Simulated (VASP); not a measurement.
Here is a VASP 6.6.1 calculation.

File INCAR:

```
SYSTEM = LiF
PREC     = Accurate       ! precision mode
ENCUT    = 520            ! plane-wave cutoff, eV
EDIFF    = 1E-6           ! SCF threshold, eV
ISMEAR   = -1             ! smearing method
SIGMA    = 0.05           ! smearing width, eV
LREAL    = .False.        ! projectors in reciprocal space
LASPH    = .True.         ! aspherical terms in the spheres
NELM     = 60             ! most SCF steps
ALGO     = Normal         ! electronic algorithm
ISIF     = 2              ! what is computed and relaxed
LWAVE    = .False.        ! write WAVECAR
LCHARG   = .False.        ! write CHGCAR
GGA      = PS             ! functional
NBANDS   = 12             ! bands
```

Contents of KPOINTS:

```
Automatic mesh
0
Gamma
  10 10 10
  0 0 0
```

Contents of POSCAR:

```
LiF
1.0
    2.5220404892      0.0000000000      0.0000000000
    0.0000000000      2.5220404892      0.0000000000
    0.0000000000      0.0000000000      2.5220404892
F Li
1 1
Direct
    0.5000000000      0.5000000000      0.5000000000
    0.0000000000      0.0000000000      0.0000000000
```

Potentials or basis: VASP PAW PBE potentials, release 64 (F, Li_sv).

Command:

```sh
$ cat potpaw_PBE.64/F/POTCAR potpaw_PBE.64/Li_sv/POTCAR > POTCAR
$ mpirun -np 1 vasp_std > vasp.out
```

(1) What does it give for the band gap on the k mesh?

Results:

(1) 7.75 eV, indirect (least direct gap 8.48 eV).
